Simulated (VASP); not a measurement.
# WS2 (R3m) in VASP: notebook

The runs below take WS2 through single point, with r2SCAN.

Everything below comes from runs of VASP 6.6.1. Logs are shortened: lines on timing, memory, paths and dates and some standing lists are left out, and cuts for length are marked.

## Step 1: The cell of the first run

Symmetry: R3m, No. 160, trigonal system. Conventional cell: a = 3.000 Å, b = 3.000 Å, c = 17.565 Å, α = 90.00°, β = 90.00°, γ = 120.00°. Within 3.1 Å of W (site symmetry 3m) lie 6 S at 2.27 to 2.29 Å and 6 W at 3.00 Å. S (site symmetry 3m) has 3 W at 2.27 Å and 7 S at 2.97 to 3.00 Å within 3.1 Å. S (site symmetry 3m) has 3 W at 2.29 Å and 7 S at 2.97 to 3.00 Å within 3.1 Å.

## Step 2: Single point, r2SCAN (strain -0.050 along x and y, -0.050 along z)

POSCAR

```
WS2
1.0
    1.5000503651      0.8660544821      5.8551635000
   -1.5000503651      0.8660544821      5.8551635000
    0.0000000000     -1.7321089641      5.8551635000
W S
1 2
Direct
    0.0000000000      0.0000000000      0.0000000000
    0.7503000000      0.7503000000      0.7503000000
    0.5810000000      0.5810000000      0.5810000000
```

INCAR.step1

```
PREC = Accurate ; ENCUT = 520
ISMEAR = 0 ; SIGMA = 0.05
LREAL = False ; LASPH = True
NELM = 80 ; NBANDS = 20
GGA = PE ; ALGO = Normal
EDIFF = 1E-4 ; LWAVE = True
LCHARG = False
```

INCAR.step2

```
PREC = Accurate ; ENCUT = 520
EDIFF = 1E-7 ; ISMEAR = 0
SIGMA = 0.05 ; LREAL = False
LASPH = True ; NELM = 80
ALGO = Normal ; ISIF = 2
LWAVE = False ; LCHARG = False
METAGGA = R2SCAN ; LMIXTAU = True
NBANDS = 20 ; ISTART = 1
```

KPOINTS

```
Automatic mesh
0
Gamma
  12 12 12
```

Potentials or basis: VASP PAW PBE potentials, release 64 (W_sv, S).

Launch:

```bash
cat potpaw_PBE.64/W_sv/POTCAR potpaw_PBE.64/S/POTCAR > POTCAR
cp INCAR.step1 INCAR
mpirun -np 1 vasp_std > vasp.out
cp INCAR.step2 INCAR
mpirun -np 1 vasp_std > vasp.out
```

OUTCAR:

```text
PREC = Accurate
   ENCUT = 520
   EDIFF = 1E-7
   ISMEAR = 0
   LREAL = False
   LASPH = True
   NELM = 80
   ISIF = 2
   METAGGA = R2SCAN
   ISTART = 1

 ion  position               nearest neighbor table
   1  0.000  0.000  0.000-   2 2.27   2 2.27   2 2.27   3 2.29   3 2.29   3 2.29
   2  0.750  0.750  0.750-   1 2.27   1 2.27   1 2.27
   3  0.581  0.581  0.581-   1 2.29   1 2.29   1 2.29

  LATTYP: Found a trigonal (rhomboedric) cell.
 ALAT       =     6.1059922269
 COS(alpha) =     0.8792939096

  Lattice vectors:

 A1 = (   1.5000503651,   0.8660544821,   5.8551635000)
 A2 = (  -1.5000503651,   0.8660544821,   5.8551635000)
 A3 = (   0.0000000000,  -1.7321089641,   5.8551635000)

Analysis of symmetry for initial positions (statically):
=====================================================================
 Subroutine PRICEL returns:
 Original cell was already a primitive cell.

 Routine SETGRP: Setting up the symmetry group for a
 trigonal (rhombohedral) supercell.

 Subroutine GETGRP returns: Found  6 space group operations
 (whereof  6 operations were pure point group operations)
 out of a pool of 12 trial point group operations.

The static configuration has the point symmetry C_3v.

Analysis of symmetry for dynamics (positions and initial velocities):
=====================================================================
 Subroutine PRICEL returns:
 Original cell was already a primitive cell.

 Routine SETGRP: Setting up the symmetry group for a
 trigonal (rhombohedral) supercell.

 Subroutine GETGRP returns: Found  6 space group operations
 (whereof  6 operations were pure point group operations)
 out of a pool of 12 trial point group operations.

The dynamic configuration has the point symmetry C_3v.

 Subroutine INISYM returns: Found  6 space group operations
 (whereof  6 operations are pure point group operations),
 and found     1 'primitive' translations

----------------------------------------------------------------------------------------

                                     Primitive cell

  volume of cell :      45.6395

  direct lattice vectors                    reciprocal lattice vectors
     1.500050365  0.866054482  5.855163500     0.333322141  0.192443628  0.056929808
    -1.500050365  0.866054482  5.855163500    -0.333322141  0.192443628  0.056929808
     0.000000000 -1.732108964  5.855163500     0.000000000 -0.384887256  0.056929808

  length of vectors
     6.105992227  6.105992227  6.105992227     0.389074804  0.389074804  0.389074804

  position of ions in fractional coordinates (direct lattice)
     0.000000000  0.000000000  0.000000000
     0.750300000  0.750300000  0.750300000
     0.581000000  0.581000000  0.581000000

  ion indices of the primitive-cell ions
   primitive index   ion index
                 1           1
                 2           2
                 3           3

----------------------------------------------------------------------------------------

 KPOINTS: Automatic mesh

Automatic generation of k-mesh.
 Grid dimensions read from file:
 generate k-points for:   12   12   12

 Generating k-lattice:

  Cartesian coordinates                     Fractional coordinates (reciprocal lattice)
     0.027776845  0.016036969  0.004744151     0.083333333 -0.000000000  0.000000000
    -0.027776845  0.016036969  0.004744151    -0.000000000  0.083333333  0.000000000
     0.000000000 -0.032073938  0.004744151    -0.000000000 -0.000000000  0.083333333

  Length of vectors
     0.032422900  0.032422900  0.032422900

  Shift w.r.t. Gamma in fractional coordinates (k-lattice)
     0.000000000  0.000000000  0.000000000

 Subroutine IBZKPT returns following result:
 ===========================================

 Found    189 irreducible k-points:

 Following reciprocal coordinates:
            Coordinates               Weight
  0.000000  0.000000  0.000000      1.000000
  0.083333 -0.000000  0.000000      6.000000
  0.166667 -0.000000  0.000000      6.000000
  0.250000  0.000000  0.000000      6.000000
  0.333333  0.000000  0.000000      6.000000
  0.416667  0.000000  0.000000      6.000000
[... 16 lines left out ...]
  0.500000  0.166667  0.000000     12.000000
 -0.416667  0.166667  0.000000     12.000000
 [... further k-points ...]
   k-points           NKPTS =    189   k-points in BZ     NKDIM =    189   number of bands    NBANDS=     20
   number of dos      NEDOS =    301   number of ions     NIONS =      3
   total plane-waves  NPLWV = 110592
   dimension x,y,z NGX =    48 NGY =   48 NGZ =   48
   dimension x,y,z NGXF=    96 NGYF=   96 NGZF=   96
   ions per type =               1   2
   NGX,Y,Z   is equivalent  to a cutoff of  13.07, 13.07, 13.07 a.u.
   NGXF,Y,Z  is equivalent  to a cutoff of  26.14, 26.14, 26.14 a.u.
 SYSTEM =  unknown system
   PREC   = accura    normal or accurate (medium, high low for compatibility)
   ISTART =      1    job   : 0-new  1-cont  2-samecut
   ICHARG =      0    charge: 1-file 2-atom 10-const
   ISPIN  =      1    spin polarized calculation?
   LNONCOLLINEAR =      F non collinear calculations
   LSORBIT =      F    spin-orbit coupling
   LASPH  =      T    aspherical Exc in radial PAW
   ENCUT  =  520.0 eV  38.22 Ry    6.18 a.u.  11.35 11.35 11.35*2*pi/ulx,y,z
   NELM   =     80;   NELMIN=  2; NELMDL=  0     # of ELM steps
   EDIFF  = 0.1E-06   stopping-criterion for ELM
   LREAL  =      F    real-space projection
   EDIFFG = 0.1E-05   stopping-criterion for IOM
   NSW    =      0    number of steps for IOM
   IBRION =     -1    ionic relax: 0-MD 1-quasi-New 2-CG
   NFREE  =      0    steps in history (QN), initial steepest desc. (CG)
   ISIF   =      2    stress and relaxation
   ISYM   =      2    0-nonsym 1-usesym 2-fastsym
   POTIM  = 0.5000    time-step for ionic-motion
   TEBEG  =    0.0;   TEEND  =   0.0 temperature during run
   PSTRESS=    0.0 pullay stress
   NELECT =      26.0000    total number of electrons
   NUPDOWN=      -1.0000    fix difference up-down
   EMIN   =  10.00;   EMAX   =-10.00  energy-range for DOS
   EFERMI =   0.00;   METHOD = LEGACY
   ISMEAR =     0;   SIGMA  =   0.05  broadening in eV -4-tet -1-fermi 0-gaus
   EFERMI_NEDOS =   21; number of points for ismear=-14 and -15
   IALGO  =     38    algorithm
   IMIX   =      4    mixing-type and parameters
     AMIX     =   0.40;   BMIX     =  1.00
     AMIX_MAG =   1.60;   BMIX_MAG =  1.00
  volume/ion in A,a.u.               =      15.21       102.66
  Fermi-wavevector in a.u.,A,eV,Ry     =   1.357122  2.564588 25.058934  1.841780
  Thomas-Fermi vector in A             =   2.484067
   LORBIT       =      0    0 simple, 1 ext, 2 COOP (PROOUT), +10 PAW based schemes
   METAGGA = R2SCAN    functional components
   LHFCALC =     F    Hartree Fock is set to
   AEXX    =    0.0000 exact exchange contribution
   IVDW    =     0    specifies the selected vdW correction
   LEPSILON=     F    determine dielectric tensor
   LRPA    =     F    only Hartree local field effects (RPA)
 non-spin polarized calculation
 Gauss-broadening in eV      SIGMA  =   0.05
  energy-cutoff  :      520.00
  volume of cell :       45.64
 maximum number of plane-waves:      1249
 NGX is ok and might be reduce to    48
   NGX = 23   NGY = 23   NGZ = 23

 number of electron      26.0000001 magnetization

 Free energy of the ion-electron system (eV)
  ---------------------------------------------------
  ext. energy  EPLUGINS =         0.00000000
  ---------------------------------------------------
  free energy    TOTEN  =       -69.12215066 eV

  energy without entropy =      -69.12215066  energy(sigma->0) =      -69.12215066

 E-fermi :   9.9088     XC(G=0): -12.5215

 val. band max:        9.6495372624   @ k =   0.5000   0.5000   0.5000
 cond. band min:      10.6229528177   @ k =  -0.1667   0.1667   0.0000
 fundamental gap:      0.9734155553
 Fermi energy:         9.9087742246

 k-point     1 :       0.0000    0.0000    0.0000
  band No.  band energies     occupation
      1     -66.9001      2.00000
      2     -30.7639      2.00000
      3     -30.3580      2.00000
      4     -30.3580      2.00000
      5      -8.2104      2.00000
      6      -5.4488      2.00000
[... 12 lines left out ...]
     19      18.5622      0.00000
     20      19.4483      0.00000

 k-point     2 :       0.0833   -0.0000    0.0000
  band No.  band energies     occupation
      1     -66.8970      2.00000
      2     -30.7543      2.00000
      3     -30.4072      2.00000
      4     -30.3689      2.00000
      5      -8.0517      2.00000
      6      -5.4199      2.00000
[... 12 lines left out ...]
     19      18.9712      0.00000
     20      19.2810      0.00000

 k-point     3 :       0.1667   -0.0000    0.0000
  band No.  band energies     occupation
      1     -66.8886      2.00000
      2     -30.7279      2.00000
      3     -30.5400      2.00000
      4     -30.3986      2.00000
      5      -7.6002      2.00000
      6      -5.3371      2.00000
[... 12 lines left out ...]
     19      18.6481      0.00000
     20      19.4989      0.00000

 k-point     4 :       0.2500    0.0000    0.0000
  band No.  band energies     occupation
      1     -66.8770      2.00000
      2     -30.7173      2.00000
      3     -30.6914      2.00000
      4     -30.4390      2.00000
      5      -6.9269      2.00000
      6      -5.2139      2.00000
[... 12 lines left out ...]
     19      18.5223      0.00000
     20      19.7806      0.00000

 k-point     5 :       0.3333    0.0000    0.0000
  band No.  band energies     occupation
      1     -66.8654      2.00000
      2     -30.8896      2.00000
      3     -30.6550      2.00000
      4     -30.4790      2.00000
      5      -6.1541      2.00000
      6      -5.0768      2.00000
[... 12 lines left out ...]
     19      17.7278      0.00000
     20      18.5560      0.00000
[... 353 lines left out ...]
      6      -5.1974      2.00000
[... 12 lines left out ...]
     19      18.5325      0.00000
     20      19.5501      0.00000

 k-point    22 :       0.4167    0.1667   -0.0000
  band No.  band energies     occupation
      1     -66.8611      2.00000
      2     -30.8888      2.00000
      3     -30.6416      2.00000
      4     -30.5605      2.00000
      5      -5.8030      2.00000
      6      -5.0398      2.00000
[... 12 lines left out ...]
     19      18.1916      0.00000
     20      18.9804      0.00000

 k-point    23 :       0.5000    0.1667    0.0000
  band No.  band energies     occupation
      1     -66.8538      2.00000
      2     -30.9717      2.00000
      3     -30.6184      2.00000
      4     -30.6112      2.00000
      5      -5.2068      2.00000
      6      -4.8881      2.00000
[... 12 lines left out ...]
     19      18.2880      0.00000
     20      19.0126      0.00000

 k-point    24 :      -0.4167    0.1667    0.0000
  band No.  band energies     occupation
      1     -66.8511      2.00000
      2     -31.0014      2.00000
      3     -30.6301      2.00000
      4     -30.6098      2.00000
      5      -4.9758      2.00000
      6      -4.8147      2.00000
[... 12 lines left out ...]
     19      18.7991      0.00000
     20      19.0817      0.00000

 [... further k-points ...]
[... 5 lines left out ...]
  --------------------------------------------------------------------------------------
  -------------------------------------------------------------------------------------
  Total       11.5203999     11.5203999     11.8775047      0.0000000      0.0000000     -0.0000000
  in kB      404.4238915    404.4238915    416.9600641      0.0000000      0.0000000     -0.0000000
  external PRESSURE =     408.6026157 kB  Pullay stress =       0.0000000 kB

 VOLUME and BASIS-vectors are now :
 -----------------------------------------------------------------------------
  energy-cutoff  :      520.00
  volume of cell :       45.64
      direct lattice vectors                 reciprocal lattice vectors
     1.500050365  0.866054482  5.855163500     0.333322141  0.192443628  0.056929808
    -1.500050365  0.866054482  5.855163500    -0.333322141  0.192443628  0.056929808
     0.000000000 -1.732108964  5.855163500     0.000000000 -0.384887256  0.056929808

 POSITION                                       TOTAL-FORCE (eV/Angst)
 -----------------------------------------------------------------------------------
      0.00000      0.00000      0.00000         0.000000     -0.000000     -0.870696
      0.00000      0.00000     13.17939         0.000000      0.000000      3.834364
      0.00000      0.00000     10.20555         0.000000     -0.000000     -2.963668
 -----------------------------------------------------------------------------------
    total drift:                                0.000000      0.000000     -0.000144

  FREE ENERGIE OF THE ION-ELECTRON SYSTEM (eV)
  ---------------------------------------------------
  free  energy   TOTEN  =       -69.1221506639 eV

  energy  without entropy=      -69.1221506639  energy(sigma->0) =      -69.12215066
```

Wall time 41 min (1 thread of Intel Xeon 8259CL, shared host); peak memory 0.46 GiB.

What came out:

```yaml
Free_energy: -69.1222 eV
Pressure: 40.9 GPa
Largest_force: 3.834 eV/Å
Band_gap_on_the_k_mesh: 0.97 eV (least direct gap 2.45 eV)
```

Forces on the atoms (eV/Å):
```
W    0.000  0.000 -0.871
S    0.000  0.000  3.834
S    0.000  0.000 -2.964
```

Levels at points of the mesh, in eV from the valence-band top:
| k point | band 11 | band 12 | band 13 | band 14 | band 15 | band 16 |
| --- | --- | --- | --- | --- | --- | --- |
| (0.00, 0.00, 0.00) | -2.95 | -2.04 | -1.76 | 2.48 | 2.48 | 3.13 |
| (0.50, 0.00, 0.00) | -3.14 | -2.32 | -2.19 | 2.82 | 3.00 | 4.11 |
| (0.50, 0.50, 0.00) | -3.99 | -2.45 | -2.02 | 2.75 | 3.19 | 3.70 |
| (0.50, 0.50, 0.50) | -2.92 | -2.92 | 0.00 | 2.65 | 2.65 | 2.89 |

Caveat: the cell differs from its parent crystal (strain -0.050 along x and y, -0.050 along z); the cell stands under pressure; the PAW data sets were made with another functional, which shifts forces and pressure a little; spin-orbit coupling is left out, which moves the levels of the heavy elements. A k mesh can miss the band edges.

## Step 3: Single point, r2SCAN (strain -0.050 along x and y, -0.025 along z)

POSCAR

```
WS2
1.0
    1.5000503651      0.8660544821      6.0092467500
   -1.5000503651      0.8660544821      6.0092467500
    0.0000000000     -1.7321089641      6.0092467500
W S
1 2
Direct
    0.0000000000      0.0000000000      0.0000000000
    0.7503000000      0.7503000000      0.7503000000
    0.5810000000      0.5810000000      0.5810000000
```

INCAR.step1

```
SYSTEM = WS2
ALGO     = Normal         ! electronic algorithm
EDIFF    = 1E-4           ! SCF threshold, eV
ENCUT    = 520            ! plane-wave cutoff, eV
GGA      = PE             ! functional
ISMEAR   = 0              ! smearing method
LASPH    = .True.         ! aspherical terms in the spheres
LCHARG   = .False.        ! write CHGCAR
LREAL    = .False.        ! projectors in reciprocal space
LWAVE    = .True.         ! write WAVECAR
NBANDS   = 20             ! bands
NELM     = 60             ! most SCF steps
PREC     = Accurate       ! precision mode
SIGMA    = 0.05           ! smearing width, eV
```

INCAR.step2

```
SYSTEM = WS2
ALGO     = Normal         ! electronic algorithm
EDIFF    = 1E-6           ! SCF threshold, eV
ENCUT    = 520            ! plane-wave cutoff, eV
ISIF     = 2              ! what is computed and relaxed
ISMEAR   = 0              ! smearing method
ISTART   = 1            
LASPH    = .True.         ! aspherical terms in the spheres
LCHARG   = .False.        ! write CHGCAR
LMIXTAU  = .True.       
LREAL    = .False.        ! projectors in reciprocal space
LWAVE    = .False.        ! write WAVECAR
METAGGA  = R2SCAN         ! meta-GGA
NBANDS   = 20             ! bands
NELM     = 60             ! most SCF steps
PREC     = Accurate       ! precision mode
SIGMA    = 0.05           ! smearing width, eV
```

KPOINTS

```
k-points
0
Gamma
  12 12 12
  0 0 0
```

Potentials or basis: VASP PAW PBE potentials, release 64 (W_sv, S).

Launch:

```bash
cat potpaw_PBE.64/W_sv/POTCAR potpaw_PBE.64/S/POTCAR > POTCAR
cp INCAR.step1 INCAR
mpirun -np 1 vasp_std > vasp.out
cp INCAR.step2 INCAR
mpirun -np 1 vasp_std > vasp.out
```

It took 40 min on 1 thread of Intel Xeon 8259CL, shared host; peak memory 0.47 GiB.

The run converged. Its results:

* Free energy: -69.3863 eV
* Pressure: 32.4 GPa
* Largest force: 2.732 eV/Å
* Band gap on the k mesh: 1.13 eV (least direct gap 2.60 eV)

Forces in eV/Å, atoms in the order of the input:
```
W    0.000  0.000 -0.829
S    0.000  0.000  2.732
S    0.000  0.000 -1.903
```

Stress tensor (GPa, compression positive):
```
34.26  0.00  0.00
 0.00 34.26  0.00
 0.00  0.00 28.82
```

Levels at points of the mesh, in eV from the valence-band top:
```
           k point  band 10  band 11  band 12  band 13  band 14  band 15  band 16  band 17
(0.00, 0.00, 0.00)    -2.41    -2.41    -1.95    -1.68     2.82     2.82     3.29     3.29
(0.50, 0.00, 0.00)    -4.72    -2.98    -2.01    -1.76     3.17     3.19     4.33     4.73
(0.50, 0.50, 0.00)    -4.64    -3.74    -1.99    -1.71     3.14     3.39     3.95     5.39
(0.50, 0.50, 0.50)    -3.99    -2.38    -2.38     0.00     2.95     2.95     3.09     3.09
```

Caveat: the cell differs from its parent crystal (strain -0.050 along x and y, -0.025 along z); the stress differs along the axes, from 29 to 34 GPa; the PAW data sets were made with another functional, which shifts forces and pressure a little; spin-orbit coupling is left out, which moves the levels of the heavy elements.

(Part 1 of 2 ends here.)
